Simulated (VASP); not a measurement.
Wanted: the native input for a VASP 6.6.1 run.

* Task: single point
* Functional: r2SCAN
* Potentials or basis: VASP PAW PBE potentials, release 64 (Sn_d, O)
* Cutoff: 520 eV
* k mesh: 8 × 8 × 8
* Occupations: fermi-dirac, width 0.02 eV
* Spin: no spin polarisation
* Dipole correction: no
* Further INCAR settings: ALGO = Normal; EDIFF = 1e-06; NBANDS = 17

Crystal: SnO.

```
Sn O
1.0
     3.27471    0.00000    0.00000
     0.00000    3.27471    0.00000
     0.00000    0.00000    3.01059
Sn O
1 1
Direct
  0.00000 0.00000 0.00000
  0.50000 0.50000 0.50000
```

This cell differs from its parent crystal: epitaxial xy strain +5.5%.

These files were run (other wordings do the same):

POSCAR

```
SnO
1.0
    3.2747148374      0.0000000000      0.0000000000
    0.0000000000      3.2747148374      0.0000000000
    0.0000000000      0.0000000000      3.0105895988
Sn O
1 1
Direct
    0.0000000000      0.0000000000      0.0000000000
    0.5000000000      0.5000000000      0.5000000000
```

INCAR.step1

```
SYSTEM = SnO
PREC = Accurate ; ENCUT = 520
ISMEAR = -1 ; SIGMA = 0.02
LREAL = .FALSE. ; LASPH = .TRUE.
NELM = 100 ; NBANDS = 17
GGA = PE ; ALGO = Normal
EDIFF = 1E-4 ; LWAVE = .TRUE.
LCHARG = .FALSE.
```

INCAR.step2

```
SYSTEM = SnO
PREC = Accurate ; ENCUT = 520
EDIFF = 1E-6 ; ISMEAR = -1
SIGMA = 0.02 ; LREAL = .FALSE.
LASPH = .TRUE. ; NELM = 100
ALGO = Normal ; ISIF = 2
LWAVE = .FALSE. ; LCHARG = .TRUE.
METAGGA = R2SCAN ; LMIXTAU = .TRUE.
LELF = .TRUE. ; LVHAR = .TRUE.
NBANDS = 17 ; ISTART = 1
```

KPOINTS

```
regular mesh
0
G
  8 8 8
  0 0 0
```

Potentials or basis: VASP PAW PBE potentials, release 64 (Sn_d, O).

Command:

```bash
$ cat potpaw_PBE.64/Sn_d/POTCAR potpaw_PBE.64/O/POTCAR > POTCAR
$ cp INCAR.step1 INCAR
$ mpirun -np 1 vasp_std > vasp.out
$ cp INCAR.step2 INCAR
$ mpirun -np 1 vasp_std > vasp.out
```

It gave:

```json
{
  "Pressure": "-7.2 GPa",
  "Band gap on the k mesh": "zero (band 10 reaches 7.29 eV, above the bottom of band 11 at 6.61 eV)"
}
```

Caveat: the cell differs from its parent crystal (epitaxial xy strain +5.5%); the PAW data sets were made with another functional, which shifts forces and pressure a little; spin-orbit coupling is left out, which moves the levels of the heavy elements.

Wall time 66 s on 1 thread of Intel(R) Xeon(R) Platinum 8259CL CPU @ 2.50GHz (Skylake/Cascade Lake), with other jobs on the host, peak memory 0.17 GiB.
